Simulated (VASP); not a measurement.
Set up this calculation in VASP 6.6.1, as the native input.

| Item | Value |
| --- | --- |
| Task | single point |
| Functional | PBE |
| Potentials or basis | VASP PAW PBE potentials, release 64 (Ga_d, N) |
| Cutoff | 520 eV |
| k mesh | 12 × 12 × 6 |
| Occupations | gaussian, width 0.05 eV |
| Spin | no spin polarisation |
| Dipole correction | no |
| Further INCAR settings | ALGO = Normal; EDIFF = 1e-06; NBANDS = 26 |

The structure of GaN lies in POSCAR:

```
GaN
1.0
    3.1799996605      0.0000000000      0.0000000000
   -1.5899998303      2.7539604900      0.0000000000
    0.0000000000      0.0000000000      5.1660000000
Ga N
2 2
Direct
    0.3428095122      0.6666666667      0.0000000000
    0.6761428455      0.3333333333      0.5000000000
    0.2861635170      0.6666666667      0.3750000000
    0.6194968503      0.3333333333      0.8750000000
```

This cell differs from its parent crystal: atoms displaced along a vibrational mode.

These files were run (other wordings do the same):

INCAR

```
SYSTEM = GaN
  PREC = Accurate
  ENCUT = 520
  EDIFF = 1E-6
  ISMEAR = 0
  SIGMA = 0.05
  LREAL = .False.
  LASPH = .True.
  NELM = 60
  ALGO = Normal
  ISIF = 2
  LWAVE = .False.
  LCHARG = .True.
  GGA = PE
  LELF = .True.
  LVHAR = .True.
  NBANDS = 26
```

KPOINTS

```
regular mesh
0
Gamma
  12 12 6
  0 0 0
```

Potentials or basis: VASP PAW PBE potentials, release 64 (Ga_d, N).

Run with:

```bash
$ cat potpaw_PBE.64/Ga_d/POTCAR potpaw_PBE.64/N/POTCAR > POTCAR
$ mpirun -np 1 vasp_std > vasp.out
```

It gave:

```
Pressure               : 10.7 GPa
Largest force          : 2.544 eV/Å
Band gap on the k mesh : 1.78 eV
```

Caveat: the cell differs from its parent crystal (atoms displaced along a vibrational mode); the cell stands under pressure; forces of over 1 eV/Å act on the atoms, so gaps and moduli don't describe the material at rest.

Wall time 99 s on 1 thread of Intel(R) Xeon(R) Platinum 8559C (Emerald Rapids) (shared host), peak memory 0.34 GiB.
